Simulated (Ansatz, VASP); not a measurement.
One calculation of MgO, two programs

```
Mg O
1.0
     0.00000    2.29342    2.29342
     2.29342    0.00000    2.29342
     2.29342    2.29342    0.00000
Mg O
1 1
Cartesian
  0.0000 0.0000 0.0000
  1.1467 1.1467 1.1467
```

Change from the starting cell: hydrostatic strain +0.5%.

Alike in both runs: task single point; functional r2SCAN; k mesh 10 × 10 × 10; no spin polarisation.

|  | VASP | Ansatz |
| --- | --- | --- |
| version | VASP 6.6.1 | Ansatz 0.2.0 |
| potentials or method | VASP PAW PBE potentials, release 64 (Mg, O) | plane waves, PAW |
| plane-wave cutoff (eV) | 520 | 500 |
| occupations | gaussian, width 0.01 eV | fixed |
| valence electrons in the cell | 8 | 16 |

|  | VASP | Ansatz | Ansatz less VASP |
| --- | --- | --- | --- |
| gap on the k mesh at the Fermi level (eV) | 4.23 | 4.25 | +0.014 |
| pressure (GPa) | -2.4 | -1.8 | +0.59 |

VASP's potentials were made for PBE, not for r2SCAN. VASP's potentials hold 8 valence electrons a cell and Ansatz's 16, so a difference there can come from the potentials and not from the codes.
